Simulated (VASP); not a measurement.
# CoSi2 in VASP: a series of runs

CoSi2 is run at these levels: PBE, r2SCAN; tasks: single point.

All numbers are computed with VASP 6.6.1; they aren't measurements. Logs are shortened: lines on timing, memory, paths and dates and some standing lists are left out, and cuts for length are marked.

## 1. The cell of the first run

The structure is tetragonal, space group I4/mmm (No. 139). The conventional cell has a = 3.863 Å, b = 3.863 Å, c = 5.356 Å, α = 90.00°, β = 90.00°, γ = 90.00°. Co (site symmetry 4/mmm) has 8 Si at 2.35 Å within 3.1 Å. Si (site symmetry -4m2) has 4 Co at 2.35 Å and 6 Si at 2.68 to 2.73 Å within 3.1 Å.

## 2. Single point, PBE, collinear spin, ferromagnetic start

The input, INCAR:

```
SYSTEM = CoSi2
PREC     = Accurate       ! precision mode
ENCUT    = 520            ! plane-wave cutoff, eV
EDIFF    = 1E-6           ! SCF threshold, eV
ISMEAR   = -1             ! smearing method
SIGMA    = 0.05           ! smearing width, eV
LREAL    = .FALSE.        ! projectors in reciprocal space
LASPH    = .TRUE.         ! aspherical terms in the spheres
NELM     = 150            ! most SCF steps
ALGO     = Normal         ! electronic algorithm
ISIF     = 2              ! what is computed and relaxed
LWAVE    = .FALSE.        ! write WAVECAR
LCHARG   = .FALSE.        ! write CHGCAR
ISPIN    = 2              ! spin polarisation
MAGMOM   = 2 0 0          ! initial moments
LORBIT   = 11             ! projections on sites
LMAXMIX  = 4              ! l up to which the mixer works
GGA      = PE             ! functional
NBANDS   = 20             ! bands
```

The input, KPOINTS:

```
Automatic mesh
0
G
  7 7 7
  0 0 0
```

The input, POSCAR:

```
CoSi2
1.0
    0.0000000000      2.7315600000      2.6780000000
    2.7315600000      0.0000000000      2.6780000000
    2.7315600000      2.7315600000      0.0000000000
Co Si
1 2
Direct
    0.0000000000      0.0000000000      0.0000000000
    0.7500000000      0.7500000000      0.7500000000
    0.2500000000      0.2500000000      0.2500000000
```

Potentials or basis: VASP PAW PBE potentials, release 64 (Co, Si).

The run is started by

```console
$ cat potpaw_PBE.64/Co/POTCAR potpaw_PBE.64/Si/POTCAR > POTCAR
$ mpirun -np 1 vasp_std > vasp.out
```

OUTCAR:

```text
SYSTEM = CoSi2
   PREC = Accurate
   ENCUT = 520
   EDIFF = 1E-6
   ISMEAR = -1
   LREAL = .FALSE.
   LASPH = .TRUE.
   NELM = 150
   ISIF = 2
   ISPIN = 2
   LORBIT = 11
   GGA = PE

 ion  position               nearest neighbor table
   1  0.000  0.000  0.000-   2 2.35   2 2.35   2 2.35   2 2.35   3 2.35   3 2.35   3 2.35   3 2.35

   2  0.750  0.750  0.750-   1 2.35   1 2.35   1 2.35   1 2.35   3 2.68   3 2.68   3 2.73   3 2.73
                             3 2.73   3 2.73
   3  0.250  0.250  0.250-   1 2.35   1 2.35   1 2.35   1 2.35   2 2.68   2 2.68   2 2.73   2 2.73
                             2 2.73   2 2.73

  LATTYP: Found a body centered tetragonal cell.
 ALAT       =     3.8630091984
 C/A-ratio  =     1.3864838847

  Lattice vectors:

 A1 = (   0.0000000000,  -2.7315600000,  -2.6780000000)
 A2 = (   0.0000000000,   2.7315600000,  -2.6780000000)
 A3 = (   2.7315600000,   0.0000000000,   2.6780000000)

Analysis of symmetry for initial positions (statically):
=====================================================================
 Subroutine PRICEL returns:
 Original cell was already a primitive cell.

 Routine SETGRP: Setting up the symmetry group for a
 body centered tetragonal supercell.

 Subroutine GETGRP returns: Found 16 space group operations
 (whereof 16 operations were pure point group operations)
 out of a pool of 16 trial point group operations.

The static configuration has the point symmetry D_4h.

Analysis of symmetry for dynamics (positions and initial velocities):
=====================================================================
 Subroutine PRICEL returns:
 Original cell was already a primitive cell.

 Routine SETGRP: Setting up the symmetry group for a
 body centered tetragonal supercell.

 Subroutine GETGRP returns: Found 16 space group operations
 (whereof 16 operations were pure point group operations)
 out of a pool of 16 trial point group operations.

The dynamic configuration has the point symmetry D_4h.

Analysis of structural, dynamic, and magnetic symmetry:
=====================================================================
 Subroutine PRICEL returns:
 Original cell was already a primitive cell.

 Routine SETGRP: Setting up the symmetry group for a
 body centered tetragonal supercell.

 Subroutine GETGRP returns: Found 16 space group operations
 (whereof 16 operations were pure point group operations)
 out of a pool of 16 trial point group operations.

The overall configuration has the point symmetry D_4h.

 Subroutine INISYM returns: Found 16 space group operations
 (whereof 16 operations are pure point group operations),
 and found     1 'primitive' translations

----------------------------------------------------------------------------------------

                                     Primitive cell

  volume of cell :      39.9634

  direct lattice vectors                    reciprocal lattice vectors
     0.000000000  2.731560000  2.678000000    -0.183045586  0.183045586  0.186706497
     2.731560000  0.000000000  2.678000000     0.183045586 -0.183045586  0.186706497
     2.731560000  2.731560000  0.000000000     0.183045586  0.183045586 -0.186706497

  length of vectors
     3.825324043  3.825324043  3.863009198     0.319171880  0.319171880  0.319171880

  position of ions in fractional coordinates (direct lattice)
     0.000000000  0.000000000  0.000000000
     0.750000000  0.750000000  0.750000000
     0.250000000  0.250000000  0.250000000

  ion indices of the primitive-cell ions
   primitive index   ion index
                 1           1
                 2           2
                 3           3

----------------------------------------------------------------------------------------

 KPOINTS: Automatic mesh

Automatic generation of k-mesh.
 Grid dimensions read from file:
 generate k-points for:    7    7    7

 Generating k-lattice:

  Cartesian coordinates                     Fractional coordinates (reciprocal lattice)
    -0.026149369  0.026149369  0.026672357     0.142857143  0.000000000  0.000000000
     0.026149369 -0.026149369  0.026672357     0.000000000  0.142857143  0.000000000
     0.026149369  0.026149369 -0.026672357     0.000000000  0.000000000  0.142857143

  Length of vectors
     0.045595983  0.045595983  0.045595983

  Shift w.r.t. Gamma in fractional coordinates (k-lattice)
     0.000000000  0.000000000  0.000000000

 Subroutine IBZKPT returns following result:
 ===========================================

 Found     40 irreducible k-points:

 Following reciprocal coordinates:
            Coordinates               Weight
  0.000000  0.000000  0.000000      1.000000
  0.142857  0.000000  0.000000      8.000000
  0.285714  0.000000  0.000000      8.000000
  0.428571  0.000000  0.000000      8.000000
  0.142857  0.142857  0.000000      2.000000
  0.285714  0.142857  0.000000      8.000000
[... 16 lines left out ...]
  0.428571  0.285714  0.142857      8.000000
 -0.428571  0.285714  0.142857     16.000000
 [... further k-points ...]
   k-points           NKPTS =     40   k-points in BZ     NKDIM =     40   number of bands    NBANDS=     20
   number of dos      NEDOS =    301   number of ions     NIONS =      3
   total plane-waves  NPLWV =  23520
   dimension x,y,z NGX =    28 NGY =   28 NGZ =   30
   dimension x,y,z NGXF=    56 NGYF=   56 NGZF=   60
   ions per type =               1   2
   NGX,Y,Z   is equivalent  to a cutoff of  12.17, 12.17, 12.91 a.u.
   NGXF,Y,Z  is equivalent  to a cutoff of  24.34, 24.34, 25.82 a.u.
 SYSTEM =  CoSi2
   PREC   = accura    normal or accurate (medium, high low for compatibility)
   ISTART =      0    job   : 0-new  1-cont  2-samecut
   ICHARG =      2    charge: 1-file 2-atom 10-const
   ISPIN  =      2    spin polarized calculation?
   LNONCOLLINEAR =      F non collinear calculations
   LSORBIT =      F    spin-orbit coupling
   LASPH  =      T    aspherical Exc in radial PAW
   ENCUT  =  520.0 eV  38.22 Ry    6.18 a.u.   7.11  7.11  7.18*2*pi/ulx,y,z
   NELM   =    150;   NELMIN=  2; NELMDL= -5     # of ELM steps
   EDIFF  = 0.1E-05   stopping-criterion for ELM
   LREAL  =      F    real-space projection
   EDIFFG = 0.1E-04   stopping-criterion for IOM
   NSW    =      0    number of steps for IOM
   IBRION =     -1    ionic relax: 0-MD 1-quasi-New 2-CG
   NFREE  =      0    steps in history (QN), initial steepest desc. (CG)
   ISIF   =      2    stress and relaxation
   ISYM   =      2    0-nonsym 1-usesym 2-fastsym
   POTIM  = 0.5000    time-step for ionic-motion
   TEBEG  =    0.0;   TEEND  =   0.0 temperature during run
   PSTRESS=    0.0 pullay stress
   NELECT =      17.0000    total number of electrons
   NUPDOWN=      -1.0000    fix difference up-down
   EMIN   =  10.00;   EMAX   =-10.00  energy-range for DOS
[... 5 lines left out ...]
     AMIX     =   0.40;   BMIX     =  1.00
     AMIX_MAG =   1.60;   BMIX_MAG =  1.00
  volume/ion in A,a.u.               =      13.32        89.90
  Fermi-wavevector in a.u.,A,eV,Ry     =   1.231224  2.326676 20.625247  1.515913
  Thomas-Fermi vector in A             =   2.366042
   LORBIT       =     11    0 simple, 1 ext, 2 COOP (PROOUT), +10 PAW based schemes
   GGA     = PE    functional components
   LHFCALC =     F    Hartree Fock is set to
   AEXX    =    0.0000 exact exchange contribution
   IVDW    =     0    specifies the selected vdW correction
   LEPSILON=     F    determine dielectric tensor
   LRPA    =     F    only Hartree local field effects (RPA)
 spin polarized calculation
  energy-cutoff  :      520.00
  volume of cell :       39.96
 maximum number of plane-waves:      1091
   NGX = 15   NGY = 15   NGZ = 15

 number of electron      17.0000000 magnetization       0.0001975

 number of electron      17.0000000 magnetization      -0.0004872

 Free energy of the ion-electron system (eV)
  ---------------------------------------------------
  ext. energy  EPLUGINS =         0.00000000
  ---------------------------------------------------
  free energy    TOTEN  =       -19.27327730 eV

  energy without entropy =      -19.26491271  energy(sigma->0) =      -19.26909501

 E-fermi :   9.5670     XC(G=0): -11.5651

 val. band max:        9.5573982143   @ k =  -0.1429  -0.0000   0.1429
 cond. band min:       9.6116260099   @ k =  -0.1429   0.2857   0.1429
 fundamental gap:      0.0542277957
 Fermi energy:         9.5670397610

 spin component 1

 k-point     1 :       0.0000    0.0000    0.0000
  band No.  band energies     occupation
      1      -3.2546      1.00000
      2       5.5948      1.00000
      3       5.6908      1.00000
      4       5.6908      1.00000
      5       7.7315      1.00000
      6       7.8166      1.00000
[... 12 lines left out ...]
     19      19.9524      0.00000
     20      23.7689      0.00000
[... 507 lines left out ...]
 k-point    24 :      -0.4286    0.2857    0.1429
  band No.  band energies     occupation
      1       0.1076      1.00000
      2       1.6427      1.00000
      3       4.8059      1.00000
      4       5.4087      1.00000
      5       6.7679      1.00000
      6       7.5034      1.00000
[... 12 lines left out ...]
     19      24.1241      0.00000
     20      26.1131      0.00000

 [... further k-points ...]

 spin component 2

 k-point     1 :       0.0000    0.0000    0.0000
  band No.  band energies     occupation
      1      -3.2545      1.00000
      2       5.5948      1.00000
      3       5.6908      1.00000
      4       5.6909      1.00000
      5       7.7311      1.00000
      6       7.8162      1.00000
[... 12 lines left out ...]
     19      19.9518      0.00000
     20      23.7688      0.00000
[... 507 lines left out ...]
 k-point    24 :      -0.4286    0.2857    0.1429
  band No.  band energies     occupation
      1       0.1077      1.00000
      2       1.6428      1.00000
      3       4.8059      1.00000
      4       5.4087      1.00000
      5       6.7679      1.00000
      6       7.5033      1.00000
[... 12 lines left out ...]
     19      24.1241      0.00000
     20      26.1133      0.00000

 [... further k-points ...]
[... 5 lines left out ...]
  --------------------------------------------------------------------------------------
  -------------------------------------------------------------------------------------
  Total       -1.7113448     -1.7113448     -1.2737765      0.0000000      0.0000000      0.0000000
  in kB      -68.6097837    -68.6097837    -51.0671653      0.0000000      0.0000000      0.0000000
  external PRESSURE =     -62.7622443 kB  Pullay stress =       0.0000000 kB

 VOLUME and BASIS-vectors are now :
 -----------------------------------------------------------------------------
  energy-cutoff  :      520.00
  volume of cell :       39.96
      direct lattice vectors                 reciprocal lattice vectors
     0.000000000  2.731560000  2.678000000    -0.183045586  0.183045586  0.186706497
     2.731560000  0.000000000  2.678000000     0.183045586 -0.183045586  0.186706497
     2.731560000  2.731560000  0.000000000     0.183045586  0.183045586 -0.186706497

 POSITION                                       TOTAL-FORCE (eV/Angst)
 -----------------------------------------------------------------------------------
      0.00000      0.00000      0.00000        -0.000000     -0.000000      0.000000
      4.09734      4.09734      4.01700        -0.000000     -0.000000     -0.000000
      1.36578      1.36578      1.33900         0.000000      0.000000      0.000000
 -----------------------------------------------------------------------------------
    total drift:                               -0.000000     -0.000000      0.000000

  FREE ENERGIE OF THE ION-ELECTRON SYSTEM (eV)
  ---------------------------------------------------
  free  energy   TOTEN  =       -19.2732773026 eV

  energy  without entropy=      -19.2649127076  energy(sigma->0) =      -19.26909501

 total charge

# of ion       s       p       d       tot
------------------------------------------
    1        0.520   0.675   7.551   8.746
    2        0.718   0.849   0.000   1.567
    3        0.718   0.849   0.000   1.567
--------------------------------------------------
tot          1.957   2.372   7.551  11.881

 magnetization (x)

# of ion       s       p       d       tot
------------------------------------------
    1       -0.000  -0.000  -0.000  -0.000
    2        0.000   0.000   0.000   0.000
    3        0.000   0.000   0.000   0.000
--------------------------------------------------
tot          0.000   0.000  -0.000  -0.000
```

It used 260 s of CPU time on 1 thread of AMD EPYC 7R13 Processor (Zen 3), on a shared host.

Results:

```
Free energy                                           : -19.2733 eV
Pressure                                              : -6.3 GPa
Net moment                                            : 0.00 μB per cell
Valence electrons inside the program's atomic spheres : Co 8.75; Si 1.57
```

Stress tensor (GPa, compression positive):
```
-6.86  0.00  0.00
 0.00 -6.86  0.00
 0.00  0.00 -5.11
```

Caveat: the starting moments collapsed, and a magnetic state may lie lower.

(Part 1 of 3 ends here.)
